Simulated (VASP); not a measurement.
# PbS (Fm-3m) in VASP: further runs

The runs below take PbS through single point, with PBE, r2SCAN.

All numbers are computed with VASP 6.6.1; they aren't measurements. Logs are shortened: lines on timing, memory, paths and dates and some standing lists are left out, and cuts for length are marked.

## 1. The cell of the first run

The structure is cubic, space group Fm-3m (No. 225). The conventional cell has a = 5.974 Å, b = 5.974 Å, c = 5.974 Å, α = 90.00°, β = 90.00°, γ = 90.00°. Pb (site symmetry m-3m) has 6 S at 2.99 Å within 3.9 Å. S (site symmetry m-3m) has 6 Pb at 2.99 Å within 3.9 Å.

## 2. Single point, PBE

File INCAR:

```
  ALGO = Normal
  EDIFF = 1E-6
  ENCUT = 520
  GGA = PE
  ISIF = 2
  ISMEAR = 0
  LASPH = True
  LCHARG = False
  LREAL = False
  LWAVE = False
  NBANDS = 17
  NELM = 60
  PREC = Accurate
  SIGMA = 0.01
```

File KPOINTS:

```
k-points
0
Gamma
  6 6 6
```

File POSCAR:

```
PbS
1.0
    0.0000000000      2.9872326762      2.9872326762
    2.9872326762      0.0000000000      2.9872326762
    2.9872326762      2.9872326762      0.0000000000
Pb S
1 1
Direct
    0.0000000000      0.0000000000      0.0000000000
    0.5000000000      0.5000000000      0.5000000000
```

Potentials or basis: VASP PAW PBE potentials, release 64 (Pb_d, S).

The run is started by

```bash
$ cat potpaw_PBE.64/Pb_d/POTCAR potpaw_PBE.64/S/POTCAR > POTCAR
$ mpirun -np 1 vasp_std > vasp.out
```

OUTCAR:

```text
EDIFF = 1E-6
   ENCUT = 520
   GGA = PE
   ISIF = 2
   ISMEAR = 0
   LASPH = True
   LREAL = False
   NELM = 60
   PREC = Accurate

 ion  position               nearest neighbor table
   1  0.000  0.000  0.000-   2 2.99   2 2.99   2 2.99   2 2.99   2 2.99   2 2.99
   2  0.500  0.500  0.500-   1 2.99   1 2.99   1 2.99   1 2.99   1 2.99   1 2.99

  LATTYP: Found a face centered cubic cell.
 ALAT       =     5.9744653524

  Lattice vectors:

 A1 = (   0.0000000000,   2.9872326762,   2.9872326762)
 A2 = (   2.9872326762,   0.0000000000,   2.9872326762)
 A3 = (   2.9872326762,   2.9872326762,   0.0000000000)

Analysis of symmetry for initial positions (statically):
=====================================================================
 Subroutine PRICEL returns:
 Original cell was already a primitive cell.

 Routine SETGRP: Setting up the symmetry group for a
 face centered cubic supercell.

 Subroutine GETGRP returns: Found 48 space group operations
 (whereof 48 operations were pure point group operations)
 out of a pool of 48 trial point group operations.

The static configuration has the point symmetry O_h .

Analysis of symmetry for dynamics (positions and initial velocities):
=====================================================================
 Subroutine PRICEL returns:
 Original cell was already a primitive cell.

 Routine SETGRP: Setting up the symmetry group for a
 face centered cubic supercell.

 Subroutine GETGRP returns: Found 48 space group operations
 (whereof 48 operations were pure point group operations)
 out of a pool of 48 trial point group operations.

The dynamic configuration has the point symmetry O_h .

 Subroutine INISYM returns: Found 48 space group operations
 (whereof 48 operations are pure point group operations),
 and found     1 'primitive' translations

----------------------------------------------------------------------------------------

                                     Primitive cell

  volume of cell :      53.3135

  direct lattice vectors                    reciprocal lattice vectors
     0.000000000  2.987232676  2.987232676    -0.167378994  0.167378994  0.167378994
     2.987232676  0.000000000  2.987232676     0.167378994 -0.167378994  0.167378994
     2.987232676  2.987232676  0.000000000     0.167378994  0.167378994 -0.167378994

  length of vectors
     4.224584965  4.224584965  4.224584965     0.289908922  0.289908922  0.289908922

  position of ions in fractional coordinates (direct lattice)
     0.000000000  0.000000000  0.000000000
     0.500000000  0.500000000  0.500000000

  ion indices of the primitive-cell ions
   primitive index   ion index
                 1           1
                 2           2

----------------------------------------------------------------------------------------

 KPOINTS: k-points

Automatic generation of k-mesh.
 Grid dimensions read from file:
 generate k-points for:    6    6    6

 Generating k-lattice:

  Cartesian coordinates                     Fractional coordinates (reciprocal lattice)
    -0.027896499  0.027896499  0.027896499     0.166666667  0.000000000  0.000000000
     0.027896499 -0.027896499  0.027896499     0.000000000  0.166666667  0.000000000
     0.027896499  0.027896499 -0.027896499     0.000000000  0.000000000  0.166666667

  Length of vectors
     0.048318154  0.048318154  0.048318154

  Shift w.r.t. Gamma in fractional coordinates (k-lattice)
     0.000000000  0.000000000  0.000000000

 Subroutine IBZKPT returns following result:
 ===========================================

 Found     16 irreducible k-points:

 Following reciprocal coordinates:
            Coordinates               Weight
  0.000000  0.000000  0.000000      1.000000
  0.166667  0.000000  0.000000      8.000000
  0.333333  0.000000  0.000000      8.000000
  0.500000  0.000000  0.000000      4.000000
  0.166667  0.166667  0.000000      6.000000
  0.333333  0.166667  0.000000     24.000000
[... 8 lines left out ...]
 -0.333333  0.333333  0.166667     24.000000
 -0.333333  0.500000  0.166667     12.000000
   k-points           NKPTS =     16   k-points in BZ     NKDIM =     16   number of bands    NBANDS=     17
   number of dos      NEDOS =    301   number of ions     NIONS =      2
   total plane-waves  NPLWV =  32768
   dimension x,y,z NGX =    32 NGY =   32 NGZ =   32
   dimension x,y,z NGXF=    64 NGYF=   64 NGZF=   64
   ions per type =               1   1
   NGX,Y,Z   is equivalent  to a cutoff of  12.59, 12.59, 12.59 a.u.
   NGXF,Y,Z  is equivalent  to a cutoff of  25.19, 25.19, 25.19 a.u.
 SYSTEM =  unknown system
   PREC   = accura    normal or accurate (medium, high low for compatibility)
   ISTART =      0    job   : 0-new  1-cont  2-samecut
   ICHARG =      2    charge: 1-file 2-atom 10-const
   ISPIN  =      1    spin polarized calculation?
   LNONCOLLINEAR =      F non collinear calculations
   LSORBIT =      F    spin-orbit coupling
   LASPH  =      T    aspherical Exc in radial PAW
   ENCUT  =  520.0 eV  38.22 Ry    6.18 a.u.   7.85  7.85  7.85*2*pi/ulx,y,z
   NELM   =     60;   NELMIN=  2; NELMDL= -5     # of ELM steps
   EDIFF  = 0.1E-05   stopping-criterion for ELM
   LREAL  =      F    real-space projection
   EDIFFG = 0.1E-04   stopping-criterion for IOM
   NSW    =      0    number of steps for IOM
   IBRION =     -1    ionic relax: 0-MD 1-quasi-New 2-CG
   NFREE  =      0    steps in history (QN), initial steepest desc. (CG)
   ISIF   =      2    stress and relaxation
   ISYM   =      2    0-nonsym 1-usesym 2-fastsym
   POTIM  = 0.5000    time-step for ionic-motion
   TEBEG  =    0.0;   TEEND  =   0.0 temperature during run
   PSTRESS=    0.0 pullay stress
   NELECT =      20.0000    total number of electrons
   NUPDOWN=      -1.0000    fix difference up-down
   EMIN   =  10.00;   EMAX   =-10.00  energy-range for DOS
   EFERMI =   0.00;   METHOD = LEGACY
   ISMEAR =     0;   SIGMA  =   0.01  broadening in eV -4-tet -1-fermi 0-gaus
   EFERMI_NEDOS =   21; number of points for ismear=-14 and -15
   IALGO  =     38    algorithm
   IMIX   =      4    mixing-type and parameters
     AMIX     =   0.40;   BMIX     =  1.00
     AMIX_MAG =   1.60;   BMIX_MAG =  1.00
  volume/ion in A,a.u.               =      26.66       179.89
  Fermi-wavevector in a.u.,A,eV,Ry     =   1.180699  2.231197 18.967196  1.394050
  Thomas-Fermi vector in A             =   2.316986
   LORBIT       =      0    0 simple, 1 ext, 2 COOP (PROOUT), +10 PAW based schemes
   GGA     = PE    functional components
   LHFCALC =     F    Hartree Fock is set to
   AEXX    =    0.0000 exact exchange contribution
   IVDW    =     0    specifies the selected vdW correction
   LEPSILON=     F    determine dielectric tensor
   LRPA    =     F    only Hartree local field effects (RPA)
 non-spin polarized calculation
 Gauss-broadening in eV      SIGMA  =   0.01
  energy-cutoff  :      520.00
  volume of cell :       53.31
 maximum number of plane-waves:      1459
   NGX = 15   NGY = 15   NGZ = 15

 number of electron      20.0000001 magnetization

 Free energy of the ion-electron system (eV)
  ---------------------------------------------------
  ext. energy  EPLUGINS =         0.00000000
  ---------------------------------------------------
  free energy    TOTEN  =        -8.76862994 eV

  energy without entropy =       -8.76862994  energy(sigma->0) =       -8.76862994

 E-fermi :   5.6045     XC(G=0):  -9.5816

 val. band max:        5.5156423977   @ k =   0.5000   0.0000   0.0000
 cond. band min:       5.9582211309   @ k =   0.5000   0.0000   0.0000
 fundamental gap:      0.4425787331
 Fermi energy:         5.6044611308

 k-point     1 :       0.0000    0.0000    0.0000
  band No.  band energies     occupation
      1     -11.2494      2.00000
      2     -11.2494      2.00000
      3     -11.2494      2.00000
      4     -11.2326      2.00000
      5     -11.2326      2.00000
      6      -7.8660      2.00000
[... 9 lines left out ...]
     16      12.3248      0.00000
     17      14.2588      0.00000

 k-point     2 :       0.1667    0.0000    0.0000
  band No.  band energies     occupation
      1     -11.2482      2.00000
      2     -11.2466      2.00000
      3     -11.2466      2.00000
      4     -11.2318      2.00000
      5     -11.2318      2.00000
      6      -7.6407      2.00000
[... 9 lines left out ...]
     16      12.9187      0.00000
     17      16.0367      0.00000

 k-point     3 :       0.3333    0.0000    0.0000
  band No.  band energies     occupation
      1     -11.2572      2.00000
      2     -11.2572      2.00000
      3     -11.2466      2.00000
      4     -11.2140      2.00000
      5     -11.2140      2.00000
      6      -7.0728      2.00000
[... 9 lines left out ...]
     16      14.3109      0.00000
     17      17.6811      0.00000

 k-point     4 :       0.5000    0.0000    0.0000
  band No.  band energies     occupation
      1     -11.2637      2.00000
      2     -11.2637      2.00000
      3     -11.2460      2.00000
      4     -11.2039      2.00000
      5     -11.2039      2.00000
      6      -6.6783      2.00000
[... 9 lines left out ...]
     16      15.6970      0.00000
     17      16.0427      0.00000

 k-point     5 :       0.1667    0.1667    0.0000
  band No.  band energies     occupation
      1     -11.2552      2.00000
      2     -11.2536      2.00000
      3     -11.2359      2.00000
      4     -11.2359      2.00000
      5     -11.2266      2.00000
      6      -7.5605      2.00000
[... 9 lines left out ...]
     16      14.0724      0.00000
     17      15.0447      0.00000

 k-point     6 :       0.3333    0.1667    0.0000
  band No.  band energies     occupation
      1     -11.2770      2.00000
      2     -11.2534      2.00000
      3     -11.2383      2.00000
      4     -11.2236      2.00000
      5     -11.2107      2.00000
      6      -7.0939      2.00000
[... 9 lines left out ...]
     16      15.1902      0.00000
     17      16.9175      0.00000

 k-point     7 :       0.5000    0.1667    0.0000
  band No.  band energies     occupation
      1     -11.2857      2.00000
      2     -11.2491      2.00000
      3     -11.2425      2.00000
      4     -11.2171      2.00000
      5     -11.2022      2.00000
      6      -6.5913      2.00000
[... 9 lines left out ...]
     16      15.9678      0.00000
     17      16.3766      0.00000

 k-point     8 :      -0.3333    0.1667    0.0000
  band No.  band energies     occupation
      1     -11.2731      2.00000
      2     -11.2527      2.00000
      3     -11.2396      2.00000
      4     -11.2150      2.00000
      5     -11.2146      2.00000
      6      -6.7278      2.00000
[... 9 lines left out ...]
     16      15.5567      0.00000
     17      16.7016      0.00000

 k-point     9 :      -0.1667    0.1667    0.0000
  band No.  band energies     occupation
      1     -11.2528      2.00000
      2     -11.2465      2.00000
      3     -11.2463      2.00000
      4     -11.2344      2.00000
      5     -11.2193      2.00000
      6      -7.2913      2.00000
[... 9 lines left out ...]
     16      14.6866      0.00000
     17      15.3946      0.00000

 k-point    10 :       0.3333    0.3333    0.0000
  band No.  band energies     occupation
      1     -11.3239      2.00000
      2     -11.2668      2.00000
      3     -11.2147      2.00000
      4     -11.2079      2.00000
      5     -11.2079      2.00000
      6      -6.7825      2.00000
[... 9 lines left out ...]
     16      16.3928      0.00000
     17      16.9303      0.00000

 k-point    11 :       0.5000    0.3333    0.0000
  band No.  band energies     occupation
      1     -11.3409      2.00000
      2     -11.2616      2.00000
      3     -11.2207      2.00000
      4     -11.2042      2.00000
      5     -11.1980      2.00000
      6      -6.3951      2.00000
[... 9 lines left out ...]
     16      16.8920      0.00000
     17      17.3020      0.00000

 k-point    12 :      -0.3333    0.3333    0.0000
  band No.  band energies     occupation
      1     -11.3138      2.00000
      2     -11.2395      2.00000
      3     -11.2348      2.00000
      4     -11.2186      2.00000
      5     -11.2064      2.00000
      6      -6.3589      2.00000
[... 9 lines left out ...]
     16      15.6708      0.00000
     17      17.3869      0.00000

 k-point    13 :       0.5000    0.5000    0.0000
  band No.  band energies     occupation
      1     -11.3703      2.00000
      2     -11.2726      2.00000
      3     -11.2088      2.00000
      4     -11.1934      2.00000
      5     -11.1934      2.00000
      6      -6.2834      2.00000
[... 9 lines left out ...]
     16      17.8162      0.00000
     17      17.8169      0.00000

 k-point    14 :       0.5000    0.3333    0.1667
  band No.  band energies     occupation
      1     -11.3027      2.00000
      2     -11.2500      2.00000
      3     -11.2376      2.00000
      4     -11.2112      2.00000
      5     -11.2086      2.00000
      6      -6.6356      2.00000
[... 9 lines left out ...]
     16      16.1527      0.00000
     17      16.4508      0.00000

 k-point    15 :      -0.3333    0.3333    0.1667
  band No.  band energies     occupation
      1     -11.3122      2.00000
      2     -11.2428      2.00000
      3     -11.2294      2.00000
      4     -11.2287      2.00000
      5     -11.1999      2.00000
      6      -6.3585      2.00000
[... 9 lines left out ...]
     16      16.9416      0.00000
     17      17.2818      0.00000

 k-point    16 :      -0.3333    0.5000    0.1667
  band No.  band energies     occupation
      1     -11.3419      2.00000
      2     -11.2536      2.00000
      3     -11.2239      2.00000
      4     -11.2140      2.00000
      5     -11.1934      2.00000
      6      -6.2537      2.00000
[... 9 lines left out ...]
     16      17.3187      0.00000
     17      17.8103      0.00000

------------------------ aborting loop because EDIFF is reached ----------------------------------------

  FORCE on cell =-STRESS in cart. coord.  units (eV):
  Direction    XX          YY          ZZ          XY          YZ          ZX
  --------------------------------------------------------------------------------------
  -------------------------------------------------------------------------------------
  Total        0.2775493      0.2775493      0.2775493      0.0000000      0.0000000      0.0000000
  in kB        8.3409134      8.3409134      8.3409134      0.0000000      0.0000000      0.0000000
  external PRESSURE =       8.3409134 kB  Pullay stress =       0.0000000 kB

 VOLUME and BASIS-vectors are now :
 -----------------------------------------------------------------------------
  energy-cutoff  :      520.00
  volume of cell :       53.31
      direct lattice vectors                 reciprocal lattice vectors
     0.000000000  2.987232676  2.987232676    -0.167378994  0.167378994  0.167378994
     2.987232676  0.000000000  2.987232676     0.167378994 -0.167378994  0.167378994
     2.987232676  2.987232676  0.000000000     0.167378994  0.167378994 -0.167378994

 POSITION                                       TOTAL-FORCE (eV/Angst)
 -----------------------------------------------------------------------------------
      0.00000      0.00000      0.00000         0.000000      0.000000      0.000000
      2.98723      2.98723      2.98723        -0.000000     -0.000000     -0.000000
 -----------------------------------------------------------------------------------
    total drift:                                0.000000     -0.000000     -0.000000

  FREE ENERGIE OF THE ION-ELECTRON SYSTEM (eV)
  ---------------------------------------------------
  free  energy   TOTEN  =        -8.7686299350 eV

  energy  without entropy=       -8.7686299350  energy(sigma->0) =       -8.76862994
```

It took 7.4 s on 1 thread of Intel Xeon Platinum 8488C (Sapphire Rapids), shared host; peak memory 0.17 GiB.

What came out:

| Quantity | Value |
| --- | --- |
| Free energy | -8.7686 eV |
| Pressure | 0.8 GPa |
| Band gap on the k mesh | 0.44 eV, direct |

Caveat: spin-orbit coupling is left out, which moves the levels of the heavy elements. A k mesh can miss the band edges.

## 3. Single point, PBE

File INCAR:

```
SYSTEM = PbS
ALGO = Normal
EDIFF = 1E-6
ENCUT = 520
GGA = PE
ISIF = 2
ISMEAR = 0
LASPH = .True.
LCHARG = .True.
LELF = .True.
LREAL = .False.
LVHAR = .True.
LWAVE = .False.
NBANDS = 17
NELM = 80
PREC = Accurate
SIGMA = 0.01
```

File KPOINTS:

```
k-points
0
Gamma
  6 6 6
  0 0 0
```

POSCAR is that of step 2.

Potentials or basis: VASP PAW PBE potentials, release 64 (Pb_d, S).

The run is started by

```bash
$ cat potpaw_PBE.64/Pb_d/POTCAR potpaw_PBE.64/S/POTCAR > POTCAR
$ mpirun -np 1 vasp_std > vasp.out
```

It took 7.6 s on 1 thread of Intel Xeon Platinum 8488C (Sapphire Rapids), shared host; peak memory 0.17 GiB.

The run converged. Its results:

| Quantity | Value |
| --- | --- |
| Free energy | -8.7686 eV |
| Pressure | 0.8 GPa |
| Band gap on the k mesh | 0.44 eV, direct |

Levels at points of the mesh, in eV from the valence-band top:
| k point | band 8 | band 9 | band 10 | band 11 | band 12 | band 13 |
| --- | --- | --- | --- | --- | --- | --- |
| (0.00, 0.00, 0.00) | -2.04 | -2.04 | -2.04 | 5.17 | 5.17 | 5.17 |
| (0.50, 0.00, 0.00) | -1.67 | -1.67 | 0.00 | 0.44 | 2.03 | 2.03 |
| (0.50, 0.50, 0.00) | -4.99 | -3.28 | -3.28 | 3.98 | 5.53 | 5.63 |

Caveat: spin-orbit coupling is left out, which moves the levels of the heavy elements. A k mesh can miss the band edges.

## 4. Single point, r2SCAN

POSCAR is that of step 3.

File INCAR.step1:

```
PREC = Accurate ; ENCUT = 520
ISMEAR = 0 ; SIGMA = 0.01
LREAL = F ; LASPH = T
NELM = 80 ; NBANDS = 17
GGA = PE ; ALGO = Normal
EDIFF = 1E-4 ; LWAVE = T
LCHARG = F
```

File INCAR.step2:

```
PREC = Accurate ; ENCUT = 520
EDIFF = 1E-7 ; ISMEAR = 0
SIGMA = 0.01 ; LREAL = F
LASPH = T ; NELM = 80
ALGO = Normal ; ISIF = 2
LWAVE = F ; LCHARG = T
METAGGA = R2SCAN ; LMIXTAU = T
LELF = T ; LVHAR = T
NBANDS = 17 ; ISTART = 1
```

File KPOINTS:

```
Automatic mesh
0
Gamma
  6 6 6
```

The run is started by

```bash
$ cat potpaw_PBE.64/Pb_d/POTCAR potpaw_PBE.64/S/POTCAR > POTCAR
$ cp INCAR.step1 INCAR
$ mpirun -np 1 vasp_std > vasp.out
$ cp INCAR.step2 INCAR
$ mpirun -np 1 vasp_std > vasp.out
```

Run time: 33 s. Hardware: 1 thread of Intel Xeon Platinum 8488C (Sapphire Rapids), shared host; peak memory 0.18 GiB.

The run converged. Its results:

* Free energy: -65.6132 eV
* Pressure: 0.0 GPa
* Band gap on the k mesh: 0.70 eV, direct

Levels at points of the mesh, in eV from the valence-band top:
```csv
k point,band 8,band 9,band 10,band 11,band 12,band 13
"(0.00, 0.00, 0.00)",-2.20,-2.20,-2.20,5.51,5.51,5.51
"(0.50, 0.00, 0.00)",-1.81,-1.81,0.00,0.70,2.25,2.25
"(0.50, 0.50, 0.00)",-5.17,-3.45,-3.45,4.26,5.95,6.02
```

Caveat: the PAW data sets were made with another functional, which shifts forces and pressure a little; spin-orbit coupling is left out, which moves the levels of the heavy elements.

(Continued in part 2 of 2.)
